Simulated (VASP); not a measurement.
Wanted: the native input for a VASP 6.6.1 run.

| Item | Value |
| --- | --- |
| Task | single point |
| Functional | LDA |
| Potentials or basis | VASP PAW LDA potentials, release 64 (Ge_d) |
| Cutoff | 520 eV |
| k mesh | 10 × 10 × 10 |
| Occupations | methfessel-paxton, width 0.01 eV |
| Spin | no spin polarisation |
| Dipole correction | no |
| Further INCAR settings | ALGO = Normal; EDIFF = 1e-06; NBANDS = 21 |

The structure of Ge lies in POSCAR:

```
Ge
1.0
    0.0000000000      2.8147752533      2.8147752533
    2.8147752533      0.0000000000      2.8147752533
    2.8147752533      2.8147752533      0.0000000000
Ge
2
Direct
    0.5000000000      0.5000000000      0.5000000000
    0.7500000000      0.7500000000      0.7500000000
```

The input as run:

INCAR

```
PREC = Accurate
ENCUT = 520
EDIFF = 1E-6
ISMEAR = 1
SIGMA = 0.01
LREAL = False
LASPH = True
NELM = 60
ALGO = Normal
ISIF = 2
LWAVE = False
LCHARG = False
GGA = CA
NBANDS = 21
```

KPOINTS

```
Automatic mesh
0
Gamma
  10 10 10
```

Potentials or basis: VASP PAW LDA potentials, release 64 (Ge_d).

Launch:

```sh
$ cat potpaw_LDA.64/Ge_d/POTCAR > POTCAR
$ mpirun -np 1 vasp_std > vasp.out
```

Results of the run:

- Pressure: -0.1 GPa
- Band gap on the k mesh: zero (filled and empty bands touch)

Caveat: semilocal functionals underestimate gaps, and a narrow one can read as zero.

Run time: 20 s on 1 thread of Intel(R) Xeon(R) 6975P-C (Granite Rapids), with other jobs on the host, peak memory 0.16 GiB.
